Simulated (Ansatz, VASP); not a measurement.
InSe: VASP beside Ansatz

Contents of INCAR:

```
SYSTEM = InSe
PREC     = Accurate       ! precision mode
ENCUT    = 520            ! plane-wave cutoff, eV
EDIFF    = 1E-7           ! SCF threshold, eV
ISMEAR   = 0              ! smearing method
SIGMA    = 0.05           ! smearing width, eV
LREAL    = .FALSE.        ! projectors in reciprocal space
LASPH    = .TRUE.         ! aspherical terms in the spheres
NELM     = 100            ! most SCF steps
ALGO     = Normal         ! electronic algorithm
ISIF     = 2              ! what is computed and relaxed
LWAVE    = .FALSE.        ! write WAVECAR
LCHARG   = .FALSE.        ! write CHGCAR
LDIPOL   = .TRUE.       
IDIPOL   = 3            
DIPOL    = 0.5 0.5 0.415
GGA      = PE             ! functional
IVDW     = 12             ! dispersion correction
NBANDS   = 48             ! bands
```

KPOINTS

```
regular mesh
0
G
  9 9 1
  0 0 0
```

File POSCAR:

```
InSe
1.0
    4.0266103640      0.0000000000      0.0000000000
   -2.0133051820      3.4871468663      0.0000000000
    0.0000000000      0.0000000000     28.2707108021
Se In
4 4
Direct
    0.0000000000      0.0000000000      0.1591753399
    0.0000000000      0.0000000000      0.3496677346
    0.4444444444      0.8888888889      0.4808989592
    0.4444444444      0.8888888889      0.6713913539
    0.6666666667      0.3333333333      0.2049979895
    0.6666666667      0.3333333333      0.3038451603
    1.1111111111      1.2222222222      0.5267216088
    1.1111111111      1.2222222222      0.6255687796
```

Input for Ansatz:

```yaml
crystal:
  lattice:
    - [4.026610364, 0.0, 0.0]
    - [-2.013305182, 3.4871468663, 0.0]
    - [0.0, 0.0, 28.2707108021]
  atoms:
    - { symbol: Se, position: [0.0, 0.0, 0.1591753399] }
    - { symbol: In, position: [0.6666666667, 0.3333333333, 0.2049979895] }
    - { symbol: In, position: [0.6666666667, 0.3333333333, 0.3038451603] }
    - { symbol: Se, position: [0.0, 0.0, 0.3496677346] }
    - { symbol: Se, position: [0.4444444444, 0.8888888889, 0.4808989592] }
    - { symbol: In, position: [1.1111111111, 1.2222222222, 0.5267216088] }
    - { symbol: In, position: [1.1111111111, 1.2222222222, 0.6255687796] }
    - { symbol: Se, position: [0.4444444444, 0.8888888889, 0.6713913539] }
basis:
  ecutwfc: 420
kpoints:
  mp_grid: { grid: [9, 9, 1] }
hamiltonian:
  xc: pbe
  pseudopotentials: { kind: paw, azcp: { folder: soft_1 } }
  dispersion: d3bj
scf:
  occupations: { method: gaussian, width: 0.05 }
output:
  forces: true
  eigenvalues: true
efield:
  axis: 3
  dipole_correction: true
  ramp_width: 0.04
```

Alike in both runs: task single point; functional PBE; dispersion D3(BJ); k mesh 9 × 9 × 1; occupations gaussian, width 0.05 eV; no spin polarisation.

|  | VASP | Ansatz |
| --- | --- | --- |
| version | VASP 6.6.1 | Ansatz 0.2.0 |
| potentials or method | VASP PAW PBE potentials, release 64 (Se, In_d), cutoff 520 eV | scalar-relativistic, plane waves, PAW |
| valence electrons in the cell | 76 | 116 |

```tsv
	VASP	Ansatz	Ansatz less VASP
gap on the k mesh at the Fermi level (eV)	1.27	1.28	+0.010
least direct gap on the mesh (eV)	1.31	1.32	+0.009
rms of the force components (eV/Å)	0.025	0.022	-0.0031
```

VASP's potentials hold 76 valence electrons a cell and Ansatz's 116, so a difference there can come from the potentials and not from the codes.
